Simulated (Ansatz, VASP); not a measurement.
Two plane-wave programs on HfO2

File INCAR:

```
PREC     = Accurate       # precision mode
ENCUT    = 520            # plane-wave cutoff, eV
EDIFF    = 1E-6           # SCF threshold, eV
ISMEAR   = 0              # smearing method
SIGMA    = 0.05           # smearing width, eV
LREAL    = False          # projectors in reciprocal space
LASPH    = True           # aspherical terms in the spheres
NELM     = 80             # most SCF steps
ALGO     = Normal         # electronic algorithm
ISIF     = 2              # what is computed and relaxed
LWAVE    = False          # write WAVECAR
LCHARG   = True           # write CHGCAR
GGA      = PE             # functional
LELF     = True           # ELF
LVHAR    = True         
NBANDS   = 31             # bands
```

Contents of KPOINTS:

```
Automatic mesh
0
Gamma
  6 6 8
```

POSCAR

```
HfO2
1.0
    4.8812150602      0.0000000000      0.0000000000
    0.0000000000      4.8812150602      0.0000000000
    0.0000000000      0.0000000000      3.2378896156
Hf O
2 4
Direct
    0.0000000000      0.0000000000     -0.0209086807
    0.5000000000      0.5000000000      0.5209086807
    0.1267305643      0.7370983459      0.4932900522
    0.3732694357      0.2370983459      0.0067099478
    0.6267305643      0.7629016541      0.0067099478
    0.8732694357      0.2629016541      0.4932900522
```

Input for Ansatz:

```yaml
crystal:
  lattice:
    - [4.8812150602, 0.0, 0.0]
    - [0.0, 4.8812150602, 0.0]
    - [0.0, 0.0, 3.2378896156]
  atoms:
    - { symbol: Hf, position: [0.0, 0.0, -0.0209086807] }
    - { symbol: Hf, position: [0.5, 0.5, 0.5209086807] }
    - { symbol: O, position: [0.1267305643, 0.7370983459, 0.4932900522] }
    - { symbol: O, position: [0.3732694357, 0.2370983459, 0.0067099478] }
    - { symbol: O, position: [0.6267305643, 0.7629016541, 0.0067099478] }
    - { symbol: O, position: [0.8732694357, 0.2629016541, 0.4932900522] }
basis:
  ecutwfc: 520.0
kpoints:
  mp_grid: { grid: [6, 6, 8] }
hamiltonian:
  xc: pbe
  pseudopotentials: { kind: paw, azcp: { folder: soft_1 } }
scf:
  occupations: { method: gaussian, width: 0.05 }
output:
  forces: true
  stress: true
  eigenvalues: true
```

Change from the starting cell: mode 4 frozen in at -0.068 Å and mode 5 at -0.470 Å (largest displacements).

Alike in both runs: task single point; functional PBE; k mesh 6 × 6 × 8; occupations gaussian, width 0.05 eV; no spin polarisation.

|  | VASP | Ansatz |
| --- | --- | --- |
| version | VASP 6.6.1 | Ansatz 0.2.0 |
| potentials or method | VASP PAW PBE potentials, release 64 (Hf_pv, O), cutoff 520 eV | scalar-relativistic, plane waves, PAW |
| valence electrons in the cell | 44 | 76 |

VASP gave:

* gap on the k mesh at the Fermi level (eV): 3.50
* least direct gap on the mesh (eV): 3.50
* pressure (GPa): -13.1
* traceless stress, the component that is largest in VASP (GPa): -2.20
* rms of the force components (eV/Å): 0.754

Task: Which values does Ansatz return?

Result: gap on the k mesh at the Fermi level (eV): 3.52; least direct gap on the mesh (eV): 3.52; pressure (GPa): -10.5; traceless stress, the component that is largest in VASP (GPa): -2.21; rms of the force components (eV/Å): 0.710.

Atom by atom the forces differ by 0.045 eV/Å (rms over components). With one functional, cell and mesh, what is left measures potentials, basis and numerics. VASP's potentials hold 44 valence electrons a cell and Ansatz's 76, so a difference there can come from the potentials and not from the codes.

Spin-orbit coupling is off throughout.
